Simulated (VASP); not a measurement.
Input of a VASP 6.6.1 run:

The input POSCAR:

```
C
1.0
    0.0000000000      1.7801241425      1.7801241425
    1.7801241425      0.0000000000      1.7801241425
    1.7801241425      1.7801241425      0.0000000000
C
2
Direct
    0.0000000000      0.0000000000      0.0000000000
    0.2500000000      0.2500000000      0.2500000000
```

File INCAR.step1:

```
SYSTEM = C
ALGO = Normal ; EDIFF = 1E-5
ENCUT = 520 ; GGA = PE
ISIF = 2 ; ISMEAR = 0
LASPH = .TRUE. ; LCHARG = .FALSE.
LREAL = .FALSE. ; LWAVE = .TRUE.
NBANDS = 11 ; NELM = 60
PREC = Accurate ; SIGMA = 0.01
```

INCAR.step2

```
SYSTEM = C
AEXX = 0.25 ; ALGO = Normal
EDIFF = 1E-6 ; ENCUT = 520
GGA = PE ; ISIF = 2
ISMEAR = 0 ; ISTART = 1
LASPH = .TRUE. ; LCHARG = .FALSE.
LHFCALC = .TRUE. ; LREAL = .FALSE.
LWAVE = .FALSE. ; NBANDS = 11
NELM = 60 ; PREC = Accurate
PRECFOCK = Normal ; SIGMA = 0.01
```

File KPOINTS:

```
k-points
0
G
  8 8 8
  0 0 0
```

Potentials or basis: VASP PAW PBE potentials, release 64 (C).

The run is started by

```console
$ cat potpaw_PBE.64/C/POTCAR > POTCAR
$ cp INCAR.step1 INCAR
$ mpirun -np 1 vasp_std > vasp.out
$ cp INCAR.step2 INCAR
$ mpirun -np 1 vasp_std > vasp.out
```

Estimate the band gap on the k mesh.

6.06 eV (least direct gap 7.73 eV).

Predict the pressure.

-5.0 GPa.

Caveat: the cell stands under tension; the PAW data sets were made with another functional, which shifts forces and pressure a little. A k mesh can miss the band edges.
